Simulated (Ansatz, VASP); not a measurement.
## TiTeAs3 in VASP and in Ansatz

```
CELL_PARAMETERS angstrom
4.63476 0.00000 0.00000
-2.31738 4.01382 0.00000
0.00000 0.00000 5.94738
ATOMIC_POSITIONS crystal
Ti 0.33333 0.66667 0.50000
Te 0.66667 0.33333 0.00000
As 0.00000 0.00000 0.71716
As 0.00000 0.00000 0.28284
As 0.66667 0.33333 0.50000
```

Change from the starting cell: species swapped into the GaNi3As type (P-6m2, No. 187).

Alike in both runs: functional PBE; k mesh 6 × 6 × 4; occupations gaussian, width 0.1 eV; no spin polarisation.

Ansatz relaxed the structure, and its values are those at the end. VASP's run is a single point on that final structure, the one shown.

|  | VASP | Ansatz |
| --- | --- | --- |
| version | VASP 6.6.1 | Ansatz 0.2.0 |
| potentials or method | VASP PAW PBE potentials, release 64 (Ti_sv, Te, As), cutoff 520 eV | scalar-relativistic, plane waves, PAW |
| valence electrons in the cell | 33 | 73 |

|  | VASP | Ansatz | Ansatz less VASP |
| --- | --- | --- | --- |
| gap on the k mesh at the Fermi level (eV) | none | none | - |
| pressure (GPa) | 0.0 | -0.1 | -0.10 |
| rms of the force components (eV/Å) | 0.001 | 0.008 | +0.0068 |

A gap of «none» marks a metal or a gap that the smearing closes. The functional is the same, so the differences come from potentials, cutoffs and numerics. VASP's potentials hold 33 valence electrons a cell and Ansatz's 73, so a difference there can come from the potentials and not from the codes.

Neither program's run includes spin-orbit coupling.
